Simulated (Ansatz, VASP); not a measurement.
One calculation of BCl3, two programs

The input INCAR:

```
ALGO = Normal ; DIPOL = 0.5 0.5 0.605
EDIFF = 1E-7 ; ENCUT = 520
GGA = PE ; IDIPOL = 3
ISIF = 2 ; ISMEAR = 0
IVDW = 12 ; LASPH = True
LCHARG = False ; LDIPOL = True
LREAL = False ; LWAVE = False
NBANDS = 20 ; NELM = 80
PREC = Accurate ; SIGMA = 0.1
```

The input KPOINTS:

```
k-points
0
Gamma
  4 4 1
```

Contents of POSCAR:

```
BCl3
1.0
    6.0686302234      0.0000000000      0.0000000000
   -3.0343151117      5.2555879396      0.0000000000
    0.0000000000      0.0000000000     26.8187697854
B Cl
1 3
Direct
    0.1620465548      0.8213273314      0.5856202226
    0.1643123260      0.8263311535      0.6504406326
   -0.3411061262      0.3178235642      0.5912688881
    0.1580220822      0.3163541128      0.5913297209
```

Input for Ansatz:

```yaml
crystal:
  lattice:
    - [6.0686302234, 0.0, 0.0]
    - [-3.0343151117, 5.2555879396, 0.0]
    - [0.0, 0.0, 26.8187697854]
  atoms:
    - { symbol: B, position: [0.1620465548, 0.8213273314, 0.5856202226] }
    - { symbol: Cl, position: [0.164312326, 0.8263311535, 0.6504406326] }
    - { symbol: Cl, position: [-0.3411061262, 0.3178235642, 0.5912688881] }
    - { symbol: Cl, position: [0.1580220822, 0.3163541128, 0.5913297209] }
basis:
  ecutwfc: 420
kpoints:
  mp_grid: { grid: [4, 4, 1] }
hamiltonian:
  xc: pbe
  dispersion: d3bj
scf:
  occupations: { method: gaussian, width: 0.1 }
output:
  forces: true
  eigenvalues: true
  write_density: true
  volumetric_format: npy
efield:
  axis: 3
  dipole_correction: true
  ramp_width: 0.04
```

Alike in both runs: task single point; functional PBE; dispersion D3(BJ); k mesh 4 × 4 × 1; occupations gaussian, width 0.1 eV; no spin polarisation.

|  | VASP | Ansatz |
| --- | --- | --- |
| version | VASP 6.6.1 | Ansatz 0.2.0 |
| potentials or method | VASP PAW PBE potentials, release 64 (B, Cl), cutoff 520 eV | scalar-relativistic, plane waves, PAW |
| valence electrons in the cell | 24 | 24 |

Ansatz gave:

| Quantity | Value |
| --- | --- |
| gap on the k mesh at the Fermi level (eV) | none |
| rms of the force components (eV/Å) | 0.673 |

Task: What did VASP give for the same quantities?

Result: gap on the k mesh at the Fermi level (eV): none; rms of the force components (eV/Å): 0.698.

Atom by atom the forces differ by 0.027 eV/Å (rms over components). A gap of «none» marks a metal or a gap that the smearing closes.
